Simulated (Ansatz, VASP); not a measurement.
**One calculation of LiCl, two programs**

INCAR

```
  ALGO = Normal
  EDIFF = 1E-7
  ENCUT = 520
  GGA = PE
  ISIF = 2
  ISMEAR = 0
  LASPH = T
  LCHARG = F
  LREAL = F
  LWAVE = F
  NBANDS = 12
  NELM = 80
  PREC = Accurate
  SIGMA = 0.01
```

Contents of KPOINTS:

```
k-points
0
Gamma
  8 8 8
```

Contents of POSCAR:

```
LiCl
1.0
    0.0000000000      2.5560252091      2.5560252091
    2.5560252091      0.0000000000      2.5560252091
    2.5560252091      2.5560252091      0.0000000000
Li Cl
1 1
Direct
    0.0000000000      0.0000000000      0.0000000000
    0.5000000000      0.5000000000      0.5000000000
```

Input for Ansatz:

```yaml
crystal:
  lattice:
    - [0.0, 2.5560252091, 2.5560252091]
    - [2.5560252091, 0.0, 2.5560252091]
    - [2.5560252091, 2.5560252091, 0.0]
  atoms:
    - { symbol: Li, position: [0.0, 0.0, 0.0] }
    - { symbol: Cl, position: [0.5, 0.5, 0.5] }
kpoints:
  mp_grid: { grid: [8, 8, 8] }
  band_path:
    path:
      - [0.0, 0.0, 0.0]
      - [0.5, 0.0, 0.5]
      - [0.625, 0.25, 0.625]
      - [0.375, 0.375, 0.75]
      - [0.5, 0.5, 0.5]
      - [0.5, 0.25, 0.75]
      - [-0.072917, 0.0, 0.072917]
    npoints: 1
hamiltonian:
  xc: pbe
scf:
  occupations: { method: fixed }
  n_extra_bands: 4
output:
  forces: true
  stress: true
  eigenvalues: true
```

Alike in both runs: task single point; functional PBE; k mesh 8 × 8 × 8; no spin polarisation.

```csv
,VASP,Ansatz
version,VASP 6.6.1,Ansatz 0.2.0
potentials or method,"VASP PAW PBE potentials, release 64 (Li_sv, Cl)","plane waves, PAW"
plane-wave cutoff (eV),520,420
occupations,"gaussian, width 0.01 eV",fixed
valence electrons in the cell,10,10
```

```csv
,VASP,Ansatz,Ansatz less VASP
gap on the k mesh at the Fermi level (eV),6.40,6.39,-0.013
```

Noted on VASP's run: the cutoff is short for stress, so the pressure is rough.
